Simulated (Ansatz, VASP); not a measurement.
# Two plane-wave programs on Al

INCAR

```
PREC     = Accurate       # precision mode
ENCUT    = 520            # plane-wave cutoff, eV
EDIFF    = 1E-6           # SCF threshold, eV
ISMEAR   = 0              # smearing method
SIGMA    = 0.15           # smearing width, eV
LREAL    = F              # projectors in reciprocal space
LASPH    = T              # aspherical terms in the spheres
NELM     = 60             # most SCF steps
ALGO     = Fast           # electronic algorithm
ISIF     = 2              # what is computed and relaxed
LWAVE    = F              # write WAVECAR
LCHARG   = T              # write CHGCAR
GGA      = PE             # functional
IVDW     = 12             # dispersion correction
LELF     = T              # ELF
LVHAR    = T            
NBANDS   = 14             # bands
```

The input KPOINTS:

```
regular mesh
0
Gamma
  18 18 6
```

POSCAR

```
Al
1.0
    2.7387472888      0.0000000000      0.0000000000
   -1.3693736444      2.3718247267      0.0000000000
    0.0000000000      0.0000000000      9.1375564544
Al
4
Direct
    0.0000000000      0.0000000000      0.0000000000
    0.3333333333      0.6666666667      0.2500000000
    0.0000000000      0.0000000000      0.5000000000
    0.6666666667      0.3333333333      0.7500000000
```

Input for Ansatz:

```yaml
crystal:
  lattice:
    - [2.7387472888, 0.0, 0.0]
    - [-1.3693736444, 2.3718247267, 0.0]
    - [0.0, 0.0, 9.1375564544]
  atoms:
    - { symbol: Al, position: [0.0, 0.0, 0.0] }
    - { symbol: Al, position: [0.3333333333, 0.6666666667, 0.25] }
    - { symbol: Al, position: [0.0, 0.0, 0.5] }
    - { symbol: Al, position: [0.6666666667, 0.3333333333, 0.75] }
basis:
  ecutwfc: 420
kpoints:
  mp_grid: { grid: [18, 18, 6] }
hamiltonian:
  xc: pbe
  dispersion: d3bj
scf:
  occupations: { method: gaussian, width: 0.15 }
output:
  forces: true
  stress: true
  eigenvalues: true
```

Alike in both runs: task single point; functional PBE; dispersion D3(BJ); k mesh 18 × 18 × 6; occupations gaussian, width 0.15 eV; no spin polarisation.

```csv
,VASP,Ansatz
version,VASP 6.6.1,Ansatz 0.2.0
potentials or method,"VASP PAW PBE potentials, release 64 (Al), cutoff 520 eV","scalar-relativistic, plane waves, PAW"
valence electrons in the cell,12,12
```

```csv
,VASP,Ansatz,Ansatz less VASP
gap on the k mesh at the Fermi level (eV),none,none,-
pressure (GPa),6.6,6.6,+0.03
"traceless stress, the component that is largest in VASP (GPa)",-1.73,-1.73,+0.001
```

A gap of «none» marks a metal or a gap that the smearing closes.
